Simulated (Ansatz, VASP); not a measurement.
# Two plane-wave programs on C

```
C
1.0
     1.78014   -1.78014    0.00000
     1.78014    0.00000   -1.78014
     7.71407    6.82382    6.82382
C
12
Cartesian
  4.3022 0.7420 0.7420
  0.7420 0.7420 0.7420
  4.3022 2.5221 2.5221
  7.8625 4.3022 4.3022
  7.8625 2.5221 2.5221
  7.8625 6.0824 6.0824
  5.1923 1.6320 1.6320
  5.1923 -0.1481 -0.1481
  5.1923 3.4122 3.4122
  8.7526 5.1923 5.1923
  5.1923 5.1923 5.1923
  1.6320 -0.1481 -0.1481
```

Alike in both runs: task single point; functional r2SCAN; k mesh 10 × 10 × 2; occupations gaussian, width 0.05 eV; no spin polarisation.

|  | VASP | Ansatz |
| --- | --- | --- |
| version | VASP 6.6.1 | Ansatz 0.2.0 |
| potentials or method | VASP PAW PBE potentials, release 64 (C), cutoff 520 eV | scalar-relativistic, plane waves, PAW |
| valence electrons in the cell | 48 | 48 |

VASP gave:

| Quantity | Value |
| --- | --- |
| gap on the k mesh at the Fermi level (eV) | 2.68 |
| least direct gap on the mesh (eV) | 4.84 |
| pressure (GPa) | 2.5 |
| traceless stress, the component that is largest in VASP (GPa) | -30.10 |
| rms of the force components (eV/Å) | 1.211 |

Question: Which values does Ansatz return?

Answer: gap on the k mesh at the Fermi level (eV): 2.70; least direct gap on the mesh (eV): 4.87; pressure (GPa): 1.4; traceless stress, the component that is largest in VASP (GPa): -30.13; rms of the force components (eV/Å): 1.216.

VASP's potentials were made for PBE, not for r2SCAN. Atom by atom the forces differ by 0.008 eV/Å (rms over components).
